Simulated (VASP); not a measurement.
# Sr (P6/mmm) in VASP: further runs

The runs below take Sr through single point, with PBE+D3(BJ).

Everything below comes from runs of VASP 6.6.1. Logs are shortened: lines on timing, memory, paths and dates and some standing lists are left out, and cuts for length are marked.

**1. The cell of the first run**

It takes space group P6/mmm (No. 191, hexagonal). Conventional cell: a = 10.988 Å, b = 10.988 Å, c = 4.532 Å, α = 90.00°, β = 90.00°, γ = 120.00°.

This isn't the form of Sr at room conditions, which is fcc.

**2. Single point, PBE+D3(BJ) (strain +0.0250 x Voigt [0, 0, 1, 0, 0, 0])**

The input, INCAR:

```
  PREC = Accurate
  ENCUT = 520
  EDIFF = 1E-6
  ISMEAR = 0
  SIGMA = 0.03
  LREAL = False
  LASPH = True
  NELM = 80
  ALGO = Normal
  ISIF = 2
  LWAVE = False
  LCHARG = False
  GGA = PE
  IVDW = 12
  NBANDS = 11
```

The input, KPOINTS:

```
regular mesh
0
Gamma
  6 6 8
```

The input, POSCAR:

```
Sr
1.0
   10.9876299658      0.0000000000      0.0000000000
   -5.4938149829      9.5155666777      0.0000000000
    0.0000000000      0.0000000000      4.5316397077
Sr
1
Direct
    0.0000000000      0.0000000000      0.0000000000
```

Potentials or basis: VASP PAW PBE potentials, release 64 (Sr_sv).

On the command line:

```
> cat potpaw_PBE.64/Sr_sv/POTCAR > POTCAR
> mpirun -np 1 vasp_std > vasp.out
```

OUTCAR:

```text
PREC = Accurate
   ENCUT = 520
   EDIFF = 1E-6
   ISMEAR = 0
   LREAL = False
   LASPH = True
   NELM = 80
   ISIF = 2
   GGA = PE
   IVDW = 12
 IVDW          = 12

 ion  position               nearest neighbor table
   1  0.000  0.000  0.000-

  LATTYP: Found a hexagonal cell.
 ALAT       =    10.9876299658
 C/A-ratio  =     0.4124310449

  Lattice vectors:

 A1 = (  10.9876299658,   0.0000000000,   0.0000000000)
 A2 = (  -5.4938149829,   9.5155666777,   0.0000000000)
 A3 = (   0.0000000000,   0.0000000000,   4.5316397077)

Analysis of symmetry for initial positions (statically):
=====================================================================
 Subroutine PRICEL returns:
 Original cell was already a primitive cell.

 Routine SETGRP: Setting up the symmetry group for a
 hexagonal supercell.

 Subroutine GETGRP returns: Found 24 space group operations
 (whereof 24 operations were pure point group operations)
 out of a pool of 24 trial point group operations.

The static configuration has the point symmetry D_6h.

Analysis of symmetry for dynamics (positions and initial velocities):
=====================================================================
 Subroutine PRICEL returns:
 Original cell was already a primitive cell.

 Routine SETGRP: Setting up the symmetry group for a
 hexagonal supercell.

 Subroutine GETGRP returns: Found 24 space group operations
 (whereof 24 operations were pure point group operations)
 out of a pool of 24 trial point group operations.

The dynamic configuration has the point symmetry D_6h.

 Subroutine INISYM returns: Found 24 space group operations
 (whereof 24 operations are pure point group operations),
 and found     1 'primitive' translations

----------------------------------------------------------------------------------------

                                     Primitive cell

  volume of cell :     473.7989

  direct lattice vectors                    reciprocal lattice vectors
    10.987629966  0.000000000  0.000000000     0.091011438  0.052545478  0.000000000
    -5.493814983  9.515566678  0.000000000     0.000000000  0.105090956  0.000000000
     0.000000000  0.000000000  4.531639708     0.000000000  0.000000000  0.220670677

  length of vectors
    10.987629966 10.987629966  4.531639708     0.105090956  0.105090956  0.220670677

  position of ions in fractional coordinates (direct lattice)
     0.000000000  0.000000000  0.000000000

  ion indices of the primitive-cell ions
   primitive index   ion index
                 1           1

----------------------------------------------------------------------------------------

 KPOINTS: regular mesh

Automatic generation of k-mesh.
 Grid dimensions read from file:
 generate k-points for:    6    6    8

 Generating k-lattice:

  Cartesian coordinates                     Fractional coordinates (reciprocal lattice)
     0.015168573  0.008757580  0.000000000     0.166666667 -0.000000000  0.000000000
     0.000000000  0.017515159  0.000000000     0.000000000  0.166666667  0.000000000
     0.000000000  0.000000000  0.027583835     0.000000000  0.000000000  0.125000000

  Length of vectors
     0.017515159  0.017515159  0.027583835

  Shift w.r.t. Gamma in fractional coordinates (k-lattice)
     0.000000000  0.000000000  0.000000000

 Subroutine IBZKPT returns following result:
 ===========================================

 Found     35 irreducible k-points:

 Following reciprocal coordinates:
            Coordinates               Weight
  0.000000  0.000000  0.000000      1.000000
  0.166667  0.000000  0.000000      6.000000
  0.333333 -0.000000  0.000000      6.000000
  0.500000 -0.000000  0.000000      3.000000
  0.166667  0.166667  0.000000      6.000000
  0.333333  0.166667  0.000000     12.000000
[... 16 lines left out ...]
  0.166667  0.000000  0.375000     12.000000
  0.333333 -0.000000  0.375000     12.000000
 [... further k-points ...]
   k-points           NKPTS =     35   k-points in BZ     NKDIM =     35   number of bands    NBANDS=     11
   number of dos      NEDOS =    301   number of ions     NIONS =      1
   total plane-waves  NPLWV = 254016
   dimension x,y,z NGX =    84 NGY =   84 NGZ =   36
   dimension x,y,z NGXF=   168 NGYF=  168 NGZF=   72
   ions per type =               1
   NGX,Y,Z   is equivalent  to a cutoff of  12.71, 12.71, 13.21 a.u.
   NGXF,Y,Z  is equivalent  to a cutoff of  25.42, 25.42, 26.41 a.u.
 SYSTEM =  unknown system
   PREC   = accura    normal or accurate (medium, high low for compatibility)
   ISTART =      0    job   : 0-new  1-cont  2-samecut
   ICHARG =      2    charge: 1-file 2-atom 10-const
   ISPIN  =      1    spin polarized calculation?
   LNONCOLLINEAR =      F non collinear calculations
   LSORBIT =      F    spin-orbit coupling
   LASPH  =      T    aspherical Exc in radial PAW
   ENCUT  =  520.0 eV  38.22 Ry    6.18 a.u.  20.43 20.43  8.43*2*pi/ulx,y,z
   NELM   =     80;   NELMIN=  2; NELMDL= -5     # of ELM steps
   EDIFF  = 0.1E-05   stopping-criterion for ELM
   LREAL  =      F    real-space projection
   EDIFFG = 0.1E-04   stopping-criterion for IOM
   NSW    =      0    number of steps for IOM
   IBRION =     -1    ionic relax: 0-MD 1-quasi-New 2-CG
   NFREE  =      0    steps in history (QN), initial steepest desc. (CG)
   ISIF   =      2    stress and relaxation
   ISYM   =      2    0-nonsym 1-usesym 2-fastsym
   POTIM  = 0.5000    time-step for ionic-motion
   TEBEG  =    0.0;   TEEND  =   0.0 temperature during run
   PSTRESS=    0.0 pullay stress
   NELECT =      10.0000    total number of electrons
   NUPDOWN=      -1.0000    fix difference up-down
   EMIN   =  10.00;   EMAX   =-10.00  energy-range for DOS
   EFERMI =   0.00;   METHOD = LEGACY
   ISMEAR =     0;   SIGMA  =   0.03  broadening in eV -4-tet -1-fermi 0-gaus
   EFERMI_NEDOS =   21; number of points for ismear=-14 and -15
   IALGO  =     38    algorithm
   IMIX   =      4    mixing-type and parameters
     AMIX     =   0.40;   BMIX     =  1.00
     AMIX_MAG =   1.60;   BMIX_MAG =  1.00
  volume/ion in A,a.u.               =     473.80      3197.35
  Fermi-wavevector in a.u.,A,eV,Ry     =   0.452422  0.854953  2.784915  0.204685
  Thomas-Fermi vector in A             =   1.434253
   LORBIT       =      0    0 simple, 1 ext, 2 COOP (PROOUT), +10 PAW based schemes
   GGA     = PE    functional components
   LHFCALC =     F    Hartree Fock is set to
   AEXX    =    0.0000 exact exchange contribution
   IVDW    =    12    specifies the selected vdW correction
   LEPSILON=     F    determine dielectric tensor
   LRPA    =     F    only Hartree local field effects (RPA)
 non-spin polarized calculation
 Gauss-broadening in eV      SIGMA  =   0.03
  energy-cutoff  :      520.00
  volume of cell :      473.80
 maximum number of plane-waves:     12803
 NGX is ok and might be reduce to    84
   NGX = 41   NGY = 41   NGZ = 17

 number of electron      10.0000000 magnetization

 Free energy of the ion-electron system (eV)
  ---------------------------------------------------
  ext. energy  EPLUGINS =         0.00000000
  ---------------------------------------------------
  free energy    TOTEN  =        -0.26058873 eV

  energy without entropy =       -0.26058873  energy(sigma->0) =       -0.26058873

 E-fermi :  -1.5547     XC(G=0):  -2.1899

 val. band max:       -1.7403932450   @ k =   0.3333   0.3333   0.5000
 cond. band min:      -1.3834397544   @ k =   0.0000   0.0000   0.5000
 fundamental gap:      0.3569534906
 Fermi energy:        -1.5546716383

 k-point     1 :       0.0000    0.0000    0.0000
  band No.  band energies     occupation
      1     -39.9505      2.00000
      2     -21.9179      2.00000
      3     -21.9179      2.00000
      4     -21.7829      2.00000
      5      -3.6626      2.00000
      6      -1.0769      0.00000
      7      -1.0352      0.00000
      8      -1.0352      0.00000
      9      -0.7019      0.00000
     10      -0.7019      0.00000
     11       0.3796      0.00000

 k-point     2 :       0.1667    0.0000    0.0000
  band No.  band energies     occupation
      1     -39.9505      2.00000
      2     -21.9179      2.00000
      3     -21.9179      2.00000
      4     -21.7829      2.00000
      5      -3.6605      2.00000
      6      -1.1274      0.00000
      7      -1.0474      0.00000
      8      -1.0184      0.00000
      9      -0.7041      0.00000
     10      -0.6876      0.00000
     11       0.5118      0.00000

 k-point     3 :       0.3333   -0.0000    0.0000
  band No.  band energies     occupation
      1     -39.9505      2.00000
      2     -21.9179      2.00000
      3     -21.9179      2.00000
      4     -21.7829      2.00000
      5      -3.6563      2.00000
      6      -1.1962      0.00000
      7      -1.0693      0.00000
      8      -1.0108      0.00000
      9      -0.7101      0.00000
     10      -0.6619      0.00000
     11       0.5303      0.00000

 k-point     4 :       0.5000   -0.0000    0.0000
  band No.  band energies     occupation
      1     -39.9505      2.00000
      2     -21.9179      2.00000
      3     -21.9179      2.00000
      4     -21.7829      2.00000
      5      -3.6542      2.00000
      6      -1.2254      0.00000
      7      -1.0793      0.00000
      8      -1.0098      0.00000
      9      -0.7135      0.00000
     10      -0.6500      0.00000
     11       0.5201      0.00000
[... 239 lines left out ...]
 k-point    22 :       0.0000    0.0000    0.3750
  band No.  band energies     occupation
      1     -39.9490      2.00000
      2     -21.9141      2.00000
      3     -21.9141      2.00000
      4     -21.8251      2.00000
      5      -2.3837      2.00000
      6      -1.0869      0.00000
      7      -1.0869      0.00000
      8      -0.9077      0.00000
      9      -0.3042      0.00000
     10      -0.3042      0.00000
     11       0.5320      0.00000

 k-point    23 :       0.1667    0.0000    0.3750
  band No.  band energies     occupation
      1     -39.9490      2.00000
      2     -21.9141      2.00000
      3     -21.9141      2.00000
      4     -21.8251      2.00000
      5      -2.3805      2.00000
      6      -1.0936      0.00000
      7      -1.0885      0.00000
      8      -0.9054      0.00000
      9      -0.3052      0.00000
     10      -0.2995      0.00000
     11       0.4567      0.00000

 k-point    24 :       0.3333   -0.0000    0.3750
  band No.  band energies     occupation
      1     -39.9490      2.00000
      2     -21.9141      2.00000
      3     -21.9141      2.00000
      4     -21.8251      2.00000
      5      -2.3740      2.00000
      6      -1.1071      0.00000
      7      -1.0916      0.00000
      8      -0.9008      0.00000
      9      -0.3070      0.00000
     10      -0.2899      0.00000
     11       0.3484      0.00000

 [... further k-points ...]

------------------------ aborting loop because EDIFF is reached ----------------------------------------

 Edisp (eV)   -0.09467

 E8    (eV) :    -0.0538

  FORCE on cell =-STRESS in cart. coord.  units (eV):
  Direction    XX          YY          ZZ          XY          YZ          ZX
  --------------------------------------------------------------------------------------
  -------------------------------------------------------------------------------------
  Total      -0.03281    -0.03281     0.10715     0.00000    -0.00000     0.00000
  in kB      -0.11094    -0.11094     0.36232     0.00000    -0.00000     0.00000
  external pressure =        0.05 kB  Pullay stress =        0.00 kB

 VOLUME and BASIS-vectors are now :
 -----------------------------------------------------------------------------
  energy-cutoff  :      520.00
  volume of cell :      473.80
      direct lattice vectors                 reciprocal lattice vectors
    10.987629966  0.000000000  0.000000000     0.091011438  0.052545478  0.000000000
    -5.493814983  9.515566678  0.000000000     0.000000000  0.105090956  0.000000000
     0.000000000  0.000000000  4.531639708     0.000000000  0.000000000  0.220670677

 POSITION                                       TOTAL-FORCE (eV/Angst)
 -----------------------------------------------------------------------------------
      0.00000      0.00000      0.00000         0.000000      0.000000      0.000000
 -----------------------------------------------------------------------------------
    total drift:                               -0.000000     -0.000000      0.000000

  FREE ENERGIE OF THE ION-ELECTRON SYSTEM (eV)
  ---------------------------------------------------
  free  energy   TOTEN  =        -0.3552573605 eV

  energy  without entropy=       -0.3552573605  energy(sigma->0) =       -0.35525736
```

Wall time 82 s (1 thread of Intel Xeon 6975P-C (Granite Rapids), shared host); peak memory 0.65 GiB.

What came out:

```yaml
Free_energy: -0.3553 eV
Pressure: 0.0 GPa
Band_gap_on_the_k_mesh: 0.36 eV (least direct gap 0.37 eV)
Dispersion_energy_per_atom: -0.095 eV
```

Levels at points of the mesh, in eV from the valence-band top:
```tsv
k point	band 2	band 3	band 4	band 5	band 6	band 7	band 8	band 9
(0.00, 0.00, 0.00)	-20.18	-20.18	-20.04	-1.92	0.66	0.71	0.71	1.04
(0.50, 0.00, 0.00)	-20.18	-20.18	-20.04	-1.91	0.51	0.66	0.73	1.03
(0.00, 0.00, 0.50)	-20.17	-20.17	-20.09	-0.02	0.36	0.62	0.62	1.52
(0.50, 0.00, 0.50)	-20.17	-20.17	-20.09	0.00	0.37	0.61	0.62	1.52
```

Caveat: the cell differs from its parent crystal (strain +0.0250 x Voigt [0, 0, 1, 0, 0, 0]). A k mesh can miss the band edges.

**3. Single point, PBE+D3(BJ) (strain +0.0500 x Voigt [0, 0, 1, 0, 0, 0])**

The input, INCAR:

```
PREC = Accurate ; ENCUT = 520
EDIFF = 1E-6 ; ISMEAR = 0
SIGMA = 0.03 ; LREAL = False
LASPH = True ; NELM = 100
ALGO = Normal ; ISIF = 2
LWAVE = False ; LCHARG = False
GGA = PE ; IVDW = 12
NBANDS = 11
```

The input, KPOINTS:

```
Automatic mesh
0
Gamma
  6 6 8
```

Changes to POSCAR since step 2:

```diff
@@ -4,3 +4,3 @@
    -5.4938149829      9.5155666777      0.0000000000
-    0.0000000000      0.0000000000      4.5316397077
+    0.0000000000      0.0000000000      4.6421675055
 Sr
```

Potentials or basis: VASP PAW PBE potentials, release 64 (Sr_sv).

On the command line:

```
> cat potpaw_PBE.64/Sr_sv/POTCAR > POTCAR
> mpirun -np 1 vasp_std > vasp.out
```

Wall time 80 s (1 thread of Intel Xeon 6975P-C (Granite Rapids), shared host); peak memory 0.64 GiB.

The run converged. Its results:

| Quantity | Value |
| --- | --- |
| Free energy | -0.3561 eV |
| Pressure | 0.0 GPa |
| Band gap on the k mesh | 0.41 eV (least direct gap 0.42 eV) |
| Dispersion energy per atom | -0.097 eV |

Levels at points of the mesh, in eV from the valence-band top:
```tsv
k point	band 1	band 2	band 3	band 4	band 5	band 6	band 7	band 8	band 9	band 10
(0.00, 0.00, 0.00)	-38.18	-20.14	-20.14	-20.02	-1.80	0.76	0.81	0.81	1.12	1.12
(0.50, 0.00, 0.00)	-38.18	-20.14	-20.14	-20.02	-1.79	0.61	0.76	0.83	1.11	1.17
(0.00, 0.00, 0.50)	-38.18	-20.14	-20.14	-20.05	-0.02	0.41	0.73	0.73	1.55	1.55
(0.50, 0.00, 0.50)	-38.18	-20.14	-20.14	-20.05	0.00	0.42	0.72	0.73	1.55	1.56
```

Caveat: the cell differs from its parent crystal (strain +0.0500 x Voigt [0, 0, 1, 0, 0, 0]).

(Part 1 of 2 ends here.)
